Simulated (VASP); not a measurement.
# Be5Ge (P6/mmm) in VASP: electric field gradients with PBEsol

Aim: the electric field gradients of Be5Ge with PBEsol.

Program: VASP 6.6.1. These are calculated values, not measurements. Logs are shortened: lines on timing, memory, paths and dates and some standing lists are left out, and cuts for length are marked.

## (1) The cell of the first run

The structure is hexagonal, space group P6/mmm (No. 191). Conventional cell: a = 4.407 Å, b = 4.407 Å, c = 3.595 Å, α = 90.00°, β = 90.00°, γ = 120.00°. Be (site symmetry -6m2) has 9 Be at 2.20 to 2.54 Å and 3 Ge at 2.54 Å within 2.9 Å. Within 2.9 Å of Be (site symmetry mmm) lie 8 Be at 2.20 Å and 4 Ge at 2.84 Å. Within 3.4 Å of Ge (site symmetry 6/mmm) lie 18 Be at 2.54 to 2.84 Å.

## (2) Electric field gradients, PBEsol

Contents of INCAR:

```
ALGO = Normal ; EDIFF = 1E-8
ENCUT = 520 ; GGA = PS
ISIF = 2 ; ISMEAR = -1
LASPH = T ; LCHARG = F
LEFG = T ; LREAL = F
LWAVE = F ; NBANDS = 21
NELM = 100 ; PREC = Accurate
SIGMA = 0.15
```

Contents of KPOINTS:

```
k-points
0
Gamma
  9 9 10
```

Contents of POSCAR:

```
Be5Ge
1.0
    4.4068258475      0.0000000000      0.0000000000
   -2.2034129238      3.8164231340      0.0000000000
    0.0000000000      0.0000000000      3.5953445738
Be Ge
5 1
Direct
    0.3333333333      0.6666666667      0.0000000000
    0.6666666667      0.3333333333      0.0000000000
    0.5000000000      0.0000000000      0.5000000000
    0.5000000000      0.5000000000      0.5000000000
    0.0000000000      0.5000000000      0.5000000000
    0.0000000000      0.0000000000      0.0000000000
```

Potentials or basis: VASP PAW PBE potentials, release 64 (Be, Ge_d).

Started as:

```console
$ cat potpaw_PBE.64/Be/POTCAR potpaw_PBE.64/Ge_d/POTCAR > POTCAR
$ mpirun -np 1 vasp_std > vasp.out
```

OUTCAR:

```text
EDIFF = 1E-8
   ENCUT = 520
   GGA = PS
   ISIF = 2
   ISMEAR = -1
   LASPH = T
   LREAL = F
   NELM = 100
   PREC = Accurate

 ion  position               nearest neighbor table
   1  0.333  0.667  0.000-   5 2.20   5 2.20   3 2.20   3 2.20   4 2.20   4 2.20   6 2.54   6 2.54
                             6 2.54
   2  0.667  0.333  0.000-   5 2.20   5 2.20   3 2.20   3 2.20   4 2.20   4 2.20   6 2.54   6 2.54
                             6 2.54
   3  0.500  0.000  0.500-   1 2.20   2 2.20   1 2.20   2 2.20   5 2.20   5 2.20   4 2.20   4 2.20

   4  0.500  0.500  0.500-   1 2.20   2 2.20   1 2.20   2 2.20   5 2.20   5 2.20   3 2.20   3 2.20

   5  0.000  0.500  0.500-   1 2.20   2 2.20   1 2.20   2 2.20   3 2.20   3 2.20   4 2.20   4 2.20

   6  0.000  0.000  0.000-   1 2.54   2 2.54   2 2.54   1 2.54   2 2.54   1 2.54

  LATTYP: Found a hexagonal cell.
 ALAT       =     4.4068258475
 C/A-ratio  =     0.8158581025

  Lattice vectors:

 A1 = (   4.4068258475,   0.0000000000,   0.0000000000)
 A2 = (  -2.2034129238,   3.8164231340,   0.0000000000)
 A3 = (   0.0000000000,   0.0000000000,   3.5953445738)

Analysis of symmetry for initial positions (statically):
=====================================================================
 Subroutine PRICEL returns:
 Original cell was already a primitive cell.

 Routine SETGRP: Setting up the symmetry group for a
 hexagonal supercell.

 Subroutine GETGRP returns: Found 24 space group operations
 (whereof 24 operations were pure point group operations)
 out of a pool of 24 trial point group operations.

The static configuration has the point symmetry D_6h.

Analysis of symmetry for dynamics (positions and initial velocities):
=====================================================================
 Subroutine PRICEL returns:
 Original cell was already a primitive cell.

 Routine SETGRP: Setting up the symmetry group for a
 hexagonal supercell.

 Subroutine GETGRP returns: Found 24 space group operations
 (whereof 24 operations were pure point group operations)
 out of a pool of 24 trial point group operations.

The dynamic configuration has the point symmetry D_6h.

 Subroutine INISYM returns: Found 24 space group operations
 (whereof 24 operations are pure point group operations),
 and found     1 'primitive' translations

----------------------------------------------------------------------------------------

                                     Primitive cell

  volume of cell :      60.4676

  direct lattice vectors                    reciprocal lattice vectors
     4.406825848  0.000000000  0.000000000     0.226920699  0.131012726  0.000000000
    -2.203412924  3.816423134  0.000000000     0.000000000  0.262025453  0.000000000
     0.000000000  0.000000000  3.595344574     0.000000000  0.000000000  0.278137458

  length of vectors
     4.406825848  4.406825848  3.595344574     0.262025453  0.262025453  0.278137458

  position of ions in fractional coordinates (direct lattice)
     0.333333333  0.666666667  0.000000000
     0.666666667  0.333333333  0.000000000
     0.500000000  0.000000000  0.500000000
     0.500000000  0.500000000  0.500000000
     0.000000000  0.500000000  0.500000000
     0.000000000  0.000000000  0.000000000

  ion indices of the primitive-cell ions
   primitive index   ion index
                 1           1
                 2           2
                 3           3
                 4           4
                 5           5
                 6           6

----------------------------------------------------------------------------------------

 KPOINTS: k-points

[... 59 lines left out ...]
   ISTART =      0    job   : 0-new  1-cont  2-samecut
   ICHARG =      2    charge: 1-file 2-atom 10-const
   ISPIN  =      1    spin polarized calculation?
   LNONCOLLINEAR =      F non collinear calculations
   LSORBIT =      F    spin-orbit coupling
   LASPH  =      T    aspherical Exc in radial PAW
   ENCUT  =  520.0 eV  38.22 Ry    6.18 a.u.   8.19  8.19  6.68*2*pi/ulx,y,z
   NELM   =    100;   NELMIN=  2; NELMDL= -5     # of ELM steps
   EDIFF  = 0.1E-07   stopping-criterion for ELM
   LREAL  =      F    real-space projection
   EDIFFG = 0.1E-06   stopping-criterion for IOM
   NSW    =      0    number of steps for IOM
   IBRION =     -1    ionic relax: 0-MD 1-quasi-New 2-CG
   NFREE  =      0    steps in history (QN), initial steepest desc. (CG)
   ISIF   =      2    stress and relaxation
   ISYM   =      2    0-nonsym 1-usesym 2-fastsym
   POTIM  = 0.5000    time-step for ionic-motion
   TEBEG  =    0.0;   TEEND  =   0.0 temperature during run
   PSTRESS=    0.0 pullay stress
   NELECT =      24.0000    total number of electrons
   NUPDOWN=      -1.0000    fix difference up-down
   EMIN   =  10.00;   EMAX   =-10.00  energy-range for DOS
   EFERMI =   0.00;   METHOD = LEGACY
   ISMEAR =    -1;   SIGMA  =   0.15  broadening in eV -4-tet -1-fermi 0-gaus
   EFERMI_NEDOS =   21; number of points for ismear=-14 and -15
   IALGO  =     38    algorithm
   IMIX   =      4    mixing-type and parameters
     AMIX     =   0.40;   BMIX     =  1.00
     AMIX_MAG =   1.60;   BMIX_MAG =  1.00
  volume/ion in A,a.u.               =      10.08        68.01
  Fermi-wavevector in a.u.,A,eV,Ry     =   1.203107  2.273543 19.693978  1.447467
  Thomas-Fermi vector in A             =   2.338870
   LORBIT       =      0    0 simple, 1 ext, 2 COOP (PROOUT), +10 PAW based schemes
   GGA     = PS    functional components
   LHFCALC =     F    Hartree Fock is set to
   AEXX    =    0.0000 exact exchange contribution
   IVDW    =     0    specifies the selected vdW correction
   LEPSILON=     F    determine dielectric tensor
   LRPA    =     F    only Hartree local field effects (RPA)
 non-spin polarized calculation
  energy-cutoff  :      520.00
  volume of cell :       60.47
 maximum number of plane-waves:      1675
 NGX is ok and might be reduce to    36
   NGX = 17   NGY = 17   NGZ = 13

 number of electron      24.0000000 magnetization

 Free energy of the ion-electron system (eV)
  ---------------------------------------------------
  ext. energy  EPLUGINS =         0.00000000
  ---------------------------------------------------
  free energy    TOTEN  =       -23.15223222 eV

  energy without entropy =      -23.00640215  energy(sigma->0) =      -23.07931719

 E-fermi :   6.5892     XC(G=0): -10.7504

 val. band max:        6.5661743664   @ k =   0.2222   0.1111   0.4000
 cond. band min:       6.6114394797   @ k =   0.2222   0.0000   0.3000
 fundamental gap:      0.0452651133
 Fermi energy:         6.5891796110

 k-point     1 :       0.0000    0.0000    0.0000
  band No.  band energies     occupation
      1     -18.0889      2.00000
      2     -18.0879      2.00000
      3     -18.0879      2.00000
      4     -18.0717      2.00000
      5     -18.0717      2.00000
      6      -5.4475      2.00000
[... 565 lines left out ...]
     20      14.6803      0.00000
     21      14.6803      0.00000

 [... further k-points ...]

------------------------ aborting loop because EDIFF is reached ----------------------------------------

  FORCE on cell =-STRESS in cart. coord.  units (eV):
  Direction    XX          YY          ZZ          XY          YZ          ZX
  --------------------------------------------------------------------------------------
  -------------------------------------------------------------------------------------
  Total        0.0851159      0.0851159      0.1047796     -0.0000000     -0.0000000     -0.0000000
  in kB        2.2552683      2.2552683      2.7762862     -0.0000000     -0.0000000     -0.0000000
  external PRESSURE =       2.4289410 kB  Pullay stress =       0.0000000 kB

 VOLUME and BASIS-vectors are now :
 -----------------------------------------------------------------------------
  energy-cutoff  :      520.00
  volume of cell :       60.47
      direct lattice vectors                 reciprocal lattice vectors
     4.406825848  0.000000000  0.000000000     0.226920699  0.131012726  0.000000000
    -2.203412924  3.816423134  0.000000000     0.000000000  0.262025453  0.000000000
     0.000000000  0.000000000  3.595344574     0.000000000  0.000000000  0.278137458

 POSITION                                       TOTAL-FORCE (eV/Angst)
 -----------------------------------------------------------------------------------
     -0.00000      2.54428      0.00000         0.000000      0.000000     -0.000000
      2.20341      1.27214      0.00000        -0.000000      0.000000      0.000000
      2.20341      0.00000      1.79767        -0.000000      0.000000      0.000000
      1.10171      1.90821      1.79767        -0.000000      0.000000      0.000000
     -1.10171      1.90821      1.79767        -0.000000      0.000000      0.000000
      0.00000      0.00000      0.00000        -0.000000      0.000000      0.000000
 -----------------------------------------------------------------------------------
    total drift:                                0.000000     -0.000000     -0.000000

  FREE ENERGIE OF THE ION-ELECTRON SYSTEM (eV)
  ---------------------------------------------------
  free  energy   TOTEN  =       -23.1522322212 eV

  energy  without entropy=      -23.0064021545  energy(sigma->0) =      -23.07931719

 Electric field gradients (V/A^2)
---------------------------------------------------------------------
 ion       V_xx      V_yy      V_zz      V_xy      V_xz      V_yz
---------------------------------------------------------------------
   1       2.219     2.219    -4.438     0.000     0.000     0.000
   2       2.219     2.219    -4.438     0.000     0.000    -0.000
   3       5.529    -3.893    -1.636     0.000     0.000     0.000
   4      -1.537     3.174    -1.636     4.080     0.000    -0.000
   5      -1.538     3.174    -1.636    -4.080    -0.000    -0.000
   6      -6.041    -6.043    12.084    -0.002    -0.000     0.000
---------------------------------------------------------------------

 Electric field gradients after diagonalization (V/A^2)
 (convention: |V_zz| > |V_xx| > |V_yy|)
----------------------------------------------------------------------
 ion       V_xx      V_yy      V_zz     asymmetry (V_yy - V_xx)/ V_zz
----------------------------------------------------------------------
   1       2.219     2.219    -4.438       0.000
   2       2.219     2.219    -4.438       0.000
   3      -3.893    -1.636     5.529       0.408
   4      -3.893    -1.636     5.529       0.408
   5      -3.893    -1.636     5.529       0.408
   6      -6.045    -6.039    12.084       0.000
----------------------------------------------------------------------

           NMR quadrupolar parameters

 Cq : quadrupolar parameter    Cq=e*Q*V_zz/h
 eta: asymmetry parameters     (V_yy - V_xx)/ V_zz
 Q  : nuclear electric quadrupole moment in mb (millibarn)
----------------------------------------------------------------------
 ion       Cq(MHz)       eta       Q (mb)
----------------------------------------------------------------------
   1      -0.011       0.000       1.000
   2      -0.011       0.000       1.000
   3       0.013       0.408       1.000
   4       0.013       0.408       1.000
   5       0.013       0.408       1.000
   6       0.029       0.000       1.000
----------------------------------------------------------------------
```

It took 49 s on 1 thread of Intel Xeon Platinum 8488C (Sapphire Rapids), shared host; peak memory 0.22 GiB.

What came out:

```
Free energy            : -23.1522 eV
Pressure               : 0.2 GPa
Band gap on the k mesh : zero (band 12 reaches 7.74 eV, above the bottom of band 13 at 4.59 eV)
```

Electric field gradients, principal values (V/Å²):
| atom | least | middle | greatest (by size) |
| --- | --- | --- | --- |
| 1 Be | 2.219 | 2.219 | -4.438 |
| 2 Be | 2.219 | 2.219 | -4.438 |
| 3 Be | -1.636 | -3.893 | 5.529 |
| 4 Be | -1.636 | -3.893 | 5.529 |
| 5 Be | -1.636 | -3.893 | 5.529 |
| 6 Ge | -6.039 | -6.045 | 12.084 |

Caveat: without QUAD_EFG the Cq values of the log hold for a quadrupole moment of 1 mb, not for the nuclei; the PAW data sets were made with another functional, which shifts forces and pressure a little.
